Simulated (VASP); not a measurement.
# C (Fd-3m) in VASP: notebook

C is run at these levels: PBEsol+D4, r2SCAN-based global hybrid with 25 % exact exchange, r2SCAN-based global hybrid with 35 % exact exchange, r2SCAN-based global hybrid with 50 % exact exchange; tasks: relaxation of cell and atoms, single point.

All numbers are computed with VASP 6.6.1; they aren't measurements. Logs are shortened: lines on timing, memory, paths and dates and some standing lists are left out, and cuts for length are marked.

## Step 1: The cell of the first run

Symmetry: Fd-3m, No. 227, cubic system. Conventional cell: a = 3.567 Å, b = 3.567 Å, c = 3.567 Å, α = 90.00°, β = 90.00°, γ = 90.00°. C (site symmetry -43m) has 4 C at 1.54 Å within 2.1 Å.

## Step 2: Relaxation of cell and atoms, PBEsol+D4

INCAR

```
SYSTEM = C
  PREC = Accurate
  ENCUT = 600
  EDIFF = 1E-7
  ISMEAR = -1
  SIGMA = 0.05
  LREAL = .False.
  LASPH = .True.
  NELM = 80
  ALGO = Normal
  ISIF = 3
  LWAVE = .False.
  LCHARG = .False.
  GGA = PS
  IVDW = 13
  IBRION = 2
  NSW = 60
  EDIFFG = -0.01
```

KPOINTS

```
regular mesh
0
Gamma
  13 13 13
  0 0 0
```

POSCAR

```
C
1.0
    0.0000000000      1.7833700000      1.7833700000
    1.7833700000      0.0000000000      1.7833700000
    1.7833700000      1.7833700000      0.0000000000
C
2
Direct
    0.7500000000      0.7500000000      0.7500000000
    0.5000000000      0.5000000000      0.5000000000
```

Potentials or basis: VASP PAW PBE potentials, release 64 (C).

The run is started by

```bash
> cat potpaw_PBE.64/C/POTCAR > POTCAR
> mpirun -np 1 vasp_std > vasp.out
```

OUTCAR:

```text
SYSTEM = C
   PREC = Accurate
   ENCUT = 600
   EDIFF = 1E-7
   ISMEAR = -1
   LREAL = .False.
   LASPH = .True.
   NELM = 80
   ISIF = 3
   GGA = PS
   IVDW = 13
   IBRION = 2
   NSW = 60
   EDIFFG = -0.01

 ion  position               nearest neighbor table
   1  0.750  0.750  0.750-   2 1.54   2 1.54   2 1.54   2 1.54
   2  0.500  0.500  0.500-   1 1.54   1 1.54   1 1.54   1 1.54

  LATTYP: Found a face centered cubic cell.
 ALAT       =     3.5667400000

  Lattice vectors:

 A1 = (   0.0000000000,   1.7833700000,   1.7833700000)
 A2 = (   1.7833700000,   0.0000000000,   1.7833700000)
 A3 = (   1.7833700000,   1.7833700000,   0.0000000000)

Analysis of symmetry for initial positions (statically):
=====================================================================
 Subroutine PRICEL returns:
 Original cell was already a primitive cell.

 Routine SETGRP: Setting up the symmetry group for a
 face centered cubic supercell.

 Subroutine GETGRP returns: Found 48 space group operations
 (whereof 24 operations were pure point group operations)
 out of a pool of 48 trial point group operations.

The static configuration has the point symmetry T_d .
 The point group associated with its full space group is O_h .

Analysis of symmetry for dynamics (positions and initial velocities):
=====================================================================
 Subroutine PRICEL returns:
 Original cell was already a primitive cell.

 Routine SETGRP: Setting up the symmetry group for a
 face centered cubic supercell.

 Subroutine GETGRP returns: Found 48 space group operations
 (whereof 24 operations were pure point group operations)
 out of a pool of 48 trial point group operations.

The dynamic configuration has the point symmetry T_d .
 The point group associated with its full space group is O_h .

 Subroutine INISYM returns: Found 48 space group operations
 (whereof 24 operations are pure point group operations),
 and found     1 'primitive' translations

----------------------------------------------------------------------------------------

                                     Primitive cell

  volume of cell :      11.3437

  direct lattice vectors                    reciprocal lattice vectors
     0.000000000  1.783370000  1.783370000    -0.280368067  0.280368067  0.280368067
     1.783370000  0.000000000  1.783370000     0.280368067 -0.280368067  0.280368067
     1.783370000  1.783370000  0.000000000     0.280368067  0.280368067 -0.280368067

  length of vectors
     2.522066041  2.522066041  2.522066041     0.485611737  0.485611737  0.485611737

  position of ions in fractional coordinates (direct lattice)
     0.750000000  0.750000000  0.750000000
     0.500000000  0.500000000  0.500000000

  ion indices of the primitive-cell ions
   primitive index   ion index
                 1           1
                 2           2

----------------------------------------------------------------------------------------

 KPOINTS: regular mesh

Automatic generation of k-mesh.
 Grid dimensions read from file:
 generate k-points for:   13   13   13

 Generating k-lattice:

  Cartesian coordinates                     Fractional coordinates (reciprocal lattice)
    -0.021566774  0.021566774  0.021566774     0.076923077  0.000000000  0.000000000
     0.021566774 -0.021566774  0.021566774     0.000000000  0.076923077  0.000000000
     0.021566774  0.021566774 -0.021566774     0.000000000  0.000000000  0.076923077

  Length of vectors
     0.037354749  0.037354749  0.037354749

  Shift w.r.t. Gamma in fractional coordinates (k-lattice)
     0.000000000  0.000000000  0.000000000

 Subroutine IBZKPT returns following result:
 ===========================================

 Found     84 irreducible k-points:

 Following reciprocal coordinates:
            Coordinates               Weight
  0.000000  0.000000  0.000000      1.000000
  0.076923  0.000000  0.000000      8.000000
  0.153846  0.000000  0.000000      8.000000
  0.230769  0.000000  0.000000      8.000000
  0.307692  0.000000  0.000000      8.000000
  0.384615  0.000000  0.000000      8.000000
[... 16 lines left out ...]
  0.384615  0.153846  0.000000     24.000000
  0.461538  0.153846  0.000000     24.000000
 [... further k-points ...]
   k-points           NKPTS =     84   k-points in BZ     NKDIM =     84   number of bands    NBANDS=      8
   number of dos      NEDOS =    301   number of ions     NIONS =      2
   total plane-waves  NPLWV =   8000
   dimension x,y,z NGX =    20 NGY =   20 NGZ =   20
   dimension x,y,z NGXF=    40 NGYF=   40 NGZF=   40
   ions per type =               2
   NGX,Y,Z   is equivalent  to a cutoff of  13.18, 13.18, 13.18 a.u.
   NGXF,Y,Z  is equivalent  to a cutoff of  26.37, 26.37, 26.37 a.u.
 SYSTEM =  C
   PREC   = accura    normal or accurate (medium, high low for compatibility)
   ISTART =      0    job   : 0-new  1-cont  2-samecut
   ICHARG =      2    charge: 1-file 2-atom 10-const
   ISPIN  =      1    spin polarized calculation?
   LNONCOLLINEAR =      F non collinear calculations
   LSORBIT =      F    spin-orbit coupling
   LASPH  =      T    aspherical Exc in radial PAW
   ENCUT  =  600.0 eV  44.10 Ry    6.64 a.u.   5.04  5.04  5.04*2*pi/ulx,y,z
   NELM   =     80;   NELMIN=  2; NELMDL= -5     # of ELM steps
   EDIFF  = 0.1E-06   stopping-criterion for ELM
   LREAL  =      F    real-space projection
   EDIFFG = -.1E-01   stopping-criterion for IOM
   NSW    =     60    number of steps for IOM
   IBRION =      2    ionic relax: 0-MD 1-quasi-New 2-CG
   NFREE  =      1    steps in history (QN), initial steepest desc. (CG)
   ISIF   =      3    stress and relaxation
   ISYM   =      2    0-nonsym 1-usesym 2-fastsym
   POTIM  = 0.5000    time-step for ionic-motion
   TEBEG  =    0.0;   TEEND  =   0.0 temperature during run
   PSTRESS=    0.0 pullay stress
   NELECT =       8.0000    total number of electrons
   NUPDOWN=      -1.0000    fix difference up-down
   EMIN   =  10.00;   EMAX   =-10.00  energy-range for DOS
   EFERMI =   0.00;   METHOD = LEGACY
   ISMEAR =    -1;   SIGMA  =   0.05  broadening in eV -4-tet -1-fermi 0-gaus
   EFERMI_NEDOS =   21; number of points for ismear=-14 and -15
   IALGO  =     38    algorithm
   IMIX   =      4    mixing-type and parameters
     AMIX     =   0.40;   BMIX     =  1.00
     AMIX_MAG =   1.60;   BMIX_MAG =  1.00
  volume/ion in A,a.u.               =       5.67        38.28
  Fermi-wavevector in a.u.,A,eV,Ry     =   1.457203  2.753714 28.891161  2.123440
  Thomas-Fermi vector in A             =   2.574032
   LORBIT       =      0    0 simple, 1 ext, 2 COOP (PROOUT), +10 PAW based schemes
   GGA     = PS    functional components
   LHFCALC =     F    Hartree Fock is set to
   AEXX    =    0.0000 exact exchange contribution
   IVDW    =    13    specifies the selected vdW correction
   LEPSILON=     F    determine dielectric tensor
   LRPA    =     F    only Hartree local field effects (RPA)
 conjugate gradient relaxation of ions
 non-spin polarized calculation
  energy-cutoff  :      600.00
  volume of cell :       11.34
 maximum number of plane-waves:       388
   NGX =  9   NGY =  9   NGZ =  9

--------------------------------------- Ionic step        1  -------------------------------------------

 number of electron       7.9999999 magnetization

 Free energy of the ion-electron system (eV)
  ---------------------------------------------------
  ext. energy  EPLUGINS =         0.00000000
  ---------------------------------------------------
  free energy    TOTEN  =       -19.25323146 eV

  energy without entropy =      -19.25323146  energy(sigma->0) =      -19.25323146

------------------------ aborting loop because EDIFF is reached ----------------------------------------

  DFT-D4 for vdW energy calculation

  Edisp (eV):   -0.23779

  FORCE on cell =-STRESS in cart. coord.  units (eV):
  Direction    XX          YY          ZZ          XY          YZ          ZX
  --------------------------------------------------------------------------------------
  -------------------------------------------------------------------------------------
  Total      -0.52578    -0.52578    -0.52578     0.00000     0.00000     0.00000
  in kB     -74.26077   -74.26077   -74.26077     0.00000     0.00000     0.00000
  external pressure =      -74.26 kB  Pullay stress =        0.00 kB
[... 61 lines left out ...]
  energy  without entropy=      -19.4880884536  energy(sigma->0) =      -19.48808845

--------------------------------------- Ionic step        3  -------------------------------------------

 number of electron       7.9999999 magnetization

 Free energy of the ion-electron system (eV)
  ---------------------------------------------------
  ext. energy  EPLUGINS =         0.00000000
  ---------------------------------------------------
  free energy    TOTEN  =       -19.25407004 eV

  energy without entropy =      -19.25407004  energy(sigma->0) =      -19.25407004

 E-fermi :  10.9294     XC(G=0): -13.5157

 val. band max:        9.9518379691   @ k =   0.0000   0.0000   0.0000
 cond. band min:      14.0010837168   @ k =   0.3846   0.3846   0.0000
 fundamental gap:      4.0492457477
 Fermi energy:        10.9294018928

 k-point     1 :       0.0000    0.0000    0.0000
  band No.  band energies     occupation
      1     -11.7960      2.00000
      2       9.9518      2.00000
      3       9.9518      2.00000
      4       9.9518      2.00000
      5      15.5374      0.00000
      6      15.5374      0.00000
      7      15.5374      0.00000
      8      23.7038      0.00000
[... 243 lines left out ...]
 k-point    24 :       0.4615    0.1538    0.0000
  band No.  band energies     occupation
      1      -6.6935      2.00000
      2      -1.4759      2.00000
      3       5.4489      2.00000
      4       5.9616      2.00000
      5      16.9923      0.00000
      6      20.5941      0.00000
      7      21.0346      0.00000
      8      23.8959      0.00000

 [... further k-points ...]

------------------------ aborting loop because EDIFF is reached ----------------------------------------

  DFT-D4 for vdW energy calculation

  Edisp (eV):   -0.24140

  FORCE on cell =-STRESS in cart. coord.  units (eV):
  Direction    XX          YY          ZZ          XY          YZ          ZX
  --------------------------------------------------------------------------------------
  -------------------------------------------------------------------------------------
  Total      -0.00199    -0.00199    -0.00199     0.00000     0.00000     0.00000
  in kB      -0.28612    -0.28612    -0.28612     0.00000     0.00000     0.00000
  external pressure =       -0.29 kB  Pullay stress =        0.00 kB
[... 17 lines left out ...]
  FREE ENERGIE OF THE ION-ELECTRON SYSTEM (eV)
  ---------------------------------------------------
  free  energy   TOTEN  =       -19.4954686910 eV

  energy  without entropy=      -19.4954686910  energy(sigma->0) =      -19.49546869

 reached required accuracy - stopping structural energy minimisation
```

Run time: 16 s. Hardware: 1 thread of Intel Xeon Platinum 8559C (Emerald Rapids), shared host; peak memory 0.12 GiB.

Results:

```yaml
Free_energy: -19.4955 eV
Relaxed_volume: 5.58 Å³/atom
Relaxed_cell: a = 2.508 Å, b = 2.508 Å, c = 2.508 Å, α = 60.00°, β = 60.00°, γ = 60.00°
Space_group_after_relaxing_to_0.1_Å: Fd-3m (No. 227)
Energy_gained_by_relaxing: 2.2 meV/atom
Ionic_steps: 3
Pressure_after_relaxing: 0.0 GPa
Band_gap_on_the_k_mesh: 4.05 eV (least direct gap 5.59 eV)
Dispersion_energy_per_atom: -0.121 eV
```

The path:
| step | energy change (eV) | largest force (eV/Å) | pressure (GPa) | volume (Å³) |
| --- | --- | --- | --- | --- |
| 1 | 0.0000 | 0.0000 | -7.43 | 11.34 |
| 2 | 0.0029 | 0.0000 | 10.16 | 10.92 |
| 3 | -0.0045 | 0.0000 | -0.03 | 11.16 |

Final structure:
```
C
1.0
     0.00000    1.77343    1.77343
     1.77343    0.00000    1.77343
     1.77343    1.77343    0.00000
C
2
Direct
  0.75000 0.75000 0.75000
  0.50000 0.50000 0.50000
```

Caveat: the PAW data sets were made with another functional, which shifts forces and pressure a little; an odd mesh through Γ misses points on the zone boundary, where band edges can lie.

## Step 3: Single point, r2SCAN-based global hybrid with 25 % exact exchange

POSCAR is that of step 2.

INCAR.step1

```
ALGO = Normal ; EDIFF = 1E-5
ENCUT = 520 ; GGA = PE
ISIF = 2 ; ISMEAR = -1
LASPH = T ; LCHARG = F
LREAL = F ; LWAVE = T
NBANDS = 11 ; NELM = 100
PREC = Accurate ; SIGMA = 0.05
```

INCAR.step2

```
AEXX = 0.25 ; ALGO = Normal
EDIFF = 1E-6 ; ENCUT = 520
ISIF = 2 ; ISMEAR = -1
ISTART = 1 ; LASPH = T
LCHARG = F ; LHFCALC = T
LMIXTAU = T ; LREAL = F
LWAVE = F ; METAGGA = R2SCAN
NBANDS = 11 ; NELM = 100
PREC = Accurate ; PRECFOCK = Normal
SIGMA = 0.05
```

KPOINTS

```
k-points
0
Gamma
  7 7 7
```

Potentials or basis: VASP PAW PBE potentials, release 64 (C).

The run is started by

```bash
> cat potpaw_PBE.64/C/POTCAR > POTCAR
> cp INCAR.step1 INCAR
> mpirun -np 1 vasp_std > vasp.out
> cp INCAR.step2 INCAR
> mpirun -np 1 vasp_std > vasp.out
```

Run time: 2.8 min. Hardware: 1 thread of Intel Xeon Platinum 8559C (Emerald Rapids), shared host; peak memory 0.12 GiB.

Results (log left out):

- Free energy: -23.1734 eV
- Pressure: -9.4 GPa
- Band gap on the k mesh: 6.27 eV (least direct gap 7.82 eV)

Levels at points of the mesh, in eV from the valence-band top:
```csv
k point,band 2,band 3,band 4,band 5,band 6,band 7
"(0.00, 0.00, 0.00)",0.00,0.00,0.00,7.82,7.82,7.82
```

Caveat: the k points lie up to 0.44 Å⁻¹ apart; the PAW data sets were made with another functional, which shifts forces and pressure a little; an odd mesh through Γ misses points on the zone boundary, where band edges can lie.

## Step 4: Single point, r2SCAN-based global hybrid with 35 % exact exchange

POSCAR is that of step 3.

INCAR.step1

```
SYSTEM = C
PREC = Accurate
ENCUT = 520
EDIFF = 1E-5
ISMEAR = -1
SIGMA = 0.05
LREAL = .FALSE.
LASPH = .TRUE.
NELM = 100
ALGO = Normal
ISIF = 2
LWAVE = .TRUE.
LCHARG = .FALSE.
NBANDS = 11
GGA = PE
```

INCAR.step2

```
SYSTEM = C
PREC = Accurate
ENCUT = 520
EDIFF = 1E-6
ISMEAR = -1
SIGMA = 0.05
LREAL = .FALSE.
LASPH = .TRUE.
NELM = 100
ALGO = Normal
ISIF = 2
LWAVE = .FALSE.
LCHARG = .FALSE.
METAGGA = R2SCAN
LHFCALC = .TRUE.
AEXX = 0.35
LMIXTAU = .TRUE.
PRECFOCK = Normal
NBANDS = 11
ISTART = 1
```

KPOINTS

```
Automatic mesh
0
G
  7 7 7
  0 0 0
```

The run is started by

```bash
> cat potpaw_PBE.64/C/POTCAR > POTCAR
> cp INCAR.step1 INCAR
> mpirun -np 1 vasp_std > vasp.out
> cp INCAR.step2 INCAR
> mpirun -np 1 vasp_std > vasp.out
```

It took 2.7 min on 1 thread of Intel Xeon Platinum 8559C (Emerald Rapids), shared host; peak memory 0.12 GiB.

Results (log left out):

```
Free energy            : -24.5893 eV
Pressure               : -12.5 GPa
Band gap on the k mesh : 7.01 eV (least direct gap 8.64 eV)
```

Levels at points of the mesh, in eV from the valence-band top:
| k point | band 1 | band 2 | band 3 | band 4 | band 5 | band 6 | band 7 | band 8 | band 9 |
| --- | --- | --- | --- | --- | --- | --- | --- | --- | --- |
| (0.00, 0.00, 0.00) | -25.01 | 0.00 | 0.00 | 0.00 | 8.64 | 8.64 | 8.64 | 17.27 | 23.14 |

Caveat: the k points lie up to 0.44 Å⁻¹ apart; the PAW data sets were made with another functional, which shifts forces and pressure a little; an odd mesh through Γ misses points on the zone boundary, where band edges can lie.

## Step 5: Single point, r2SCAN-based global hybrid with 50 % exact exchange

POSCAR is that of step 4.

INCAR.step1

```
ALGO = Normal ; EDIFF = 1E-5
ENCUT = 520 ; GGA = PE
ISIF = 2 ; ISMEAR = -1
LASPH = True ; LCHARG = False
LREAL = False ; LWAVE = True
NBANDS = 11 ; NELM = 100
PREC = Accurate ; SIGMA = 0.05
```

INCAR.step2

```
AEXX = 0.5 ; ALGO = Normal
EDIFF = 1E-6 ; ENCUT = 520
ISIF = 2 ; ISMEAR = -1
ISTART = 1 ; LASPH = True
LCHARG = False ; LHFCALC = True
LMIXTAU = True ; LREAL = False
LWAVE = False ; METAGGA = R2SCAN
NBANDS = 11 ; NELM = 100
PREC = Accurate ; PRECFOCK = Normal
SIGMA = 0.05
```

KPOINTS

```
k-points
0
Gamma
  7 7 7
```

The run is started by

```bash
> cat potpaw_PBE.64/C/POTCAR > POTCAR
> cp INCAR.step1 INCAR
> mpirun -np 1 vasp_std > vasp.out
> cp INCAR.step2 INCAR
> mpirun -np 1 vasp_std > vasp.out
```

Wall time 2.9 min (1 thread of Intel Xeon Platinum 8559C (Emerald Rapids), shared host); peak memory 0.12 GiB.

Results (log left out):

| Quantity | Value |
| --- | --- |
| Free energy | -26.7217 eV |
| Pressure | -17.1 GPa |
| Band gap on the k mesh | 8.12 eV (least direct gap 9.88 eV) |

Levels at points of the mesh, in eV from the valence-band top:
| k point | band 1 | band 2 | band 3 | band 4 | band 5 | band 6 | band 7 | band 8 |
| --- | --- | --- | --- | --- | --- | --- | --- | --- |
| (0.00, 0.00, 0.00) | -25.98 | 0.00 | 0.00 | 0.00 | 9.88 | 9.88 | 9.88 | 18.78 |

Caveat: the k points lie up to 0.44 Å⁻¹ apart; the PAW data sets were made with another functional, which shifts forces and pressure a little; an odd mesh through Γ misses points on the zone boundary, where band edges can lie.

## Step 6: Summary

| task | level | cell | k mesh | cutoff (eV) | grid for exact exchange (PRECFOCK) | share of exact exchange | gap on the mesh (eV) | pressure (GPa) |
| --- | --- | --- | --- | --- | --- | --- | --- | --- |
| relaxation of cell and atoms | PBEsol+D4 | relaxed | 13 × 13 × 13 | 600 | - | - | 4.05 | 0.0 |
| single point | r2SCAN-based global hybrid with 25 % exact exchange | as given | 7 × 7 × 7 | 520 | Normal | 0.25 | 6.27 | -9.4 |
| single point | r2SCAN-based global hybrid with 35 % exact exchange | as given | 7 × 7 × 7 | 520 | Normal | 0.35 | 7.01 | -12.5 |
| single point | r2SCAN-based global hybrid with 50 % exact exchange | as given | 7 × 7 × 7 | 520 | Normal | 0.5 | 8.12 | -17.1 |

Alike in all rows: potentials or basis VASP PAW PBE potentials, release 64 (C); no spin polarisation; smearing fermi-dirac 0.05 eV.

Caveats: some runs use coarse meshes; the PAW data sets were made with another functional, which shifts forces and pressure a little; an odd mesh through Γ misses points on the zone boundary, where band edges can lie.

Absolute energies hang on the potentials; compare differences alone.

## Step 7: How close it comes

Step 2. The cell as given is a measured one (5.67 Å³/atom); PBEsol+D4 puts the equilibrium volume -1.7 % from it, thermal expansion not counted.
